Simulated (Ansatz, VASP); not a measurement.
# Two plane-wave programs on Cd

File INCAR:

```
SYSTEM = Cd
PREC     = Accurate       ! precision mode
ENCUT    = 520            ! plane-wave cutoff, eV
EDIFF    = 1E-7           ! SCF threshold, eV
ISMEAR   = 0              ! smearing method
SIGMA    = 0.15           ! smearing width, eV
LREAL    = .False.        ! projectors in reciprocal space
LASPH    = .True.         ! aspherical terms in the spheres
NELM     = 60             ! most SCF steps
ALGO     = Fast           ! electronic algorithm
ISIF     = 2              ! what is computed and relaxed
LWAVE    = .False.        ! write WAVECAR
LCHARG   = .True.         ! write CHGCAR
GGA      = PE             ! functional
LELF     = .True.         ! ELF
LVHAR    = .True.       
NBANDS   = 12             ! bands
```

Contents of KPOINTS:

```
regular mesh
0
Gamma
  18 18 18
  0 0 0
```

POSCAR

```
Cd
1.0
    0.0000000000      2.6989426847      1.6981747372
    2.6989426847      0.0000000000      1.6981747372
    2.6989426847      2.6989426847      0.0000000000
Cd
1
Direct
    0.0000000000      0.0000000000      0.0000000000
```

Input for Ansatz:

```yaml
crystal:
  lattice:
    - [0.0, 2.6989426847, 1.6981747372]
    - [2.6989426847, 0.0, 1.6981747372]
    - [2.6989426847, 2.6989426847, 0.0]
  atoms:
    - { symbol: Cd, position: [0.0, 0.0, 0.0] }
basis:
  ecutwfc: 420
kpoints:
  mp_grid: { grid: [18, 18, 18] }
hamiltonian:
  xc: pbe
scf:
  occupations: { method: gaussian, width: 0.15 }
output:
  forces: true
  stress: true
  eigenvalues: true
```

Alike in both runs: task single point; functional PBE; k mesh 18 × 18 × 18; occupations gaussian, width 0.15 eV; no spin polarisation.

|  | VASP | Ansatz |
| --- | --- | --- |
| version | VASP 6.6.1 | Ansatz 0.2.0 |
| potentials or method | VASP PAW PBE potentials, release 64 (Cd), cutoff 520 eV | scalar-relativistic, plane waves, PAW |
| valence electrons in the cell | 12 | 20 |

```tsv
	VASP	Ansatz	Ansatz less VASP
gap on the k mesh at the Fermi level (eV)	none	none	-
pressure (GPa)	-1.7	-1.9	-0.16
traceless stress, the component that is largest in VASP (GPa)	-1.20	-1.20	-0.005
```

A gap of «none» marks a metal or a gap that the smearing closes. VASP's potentials hold 12 valence electrons a cell and Ansatz's 20, so a difference there can come from the potentials and not from the codes.
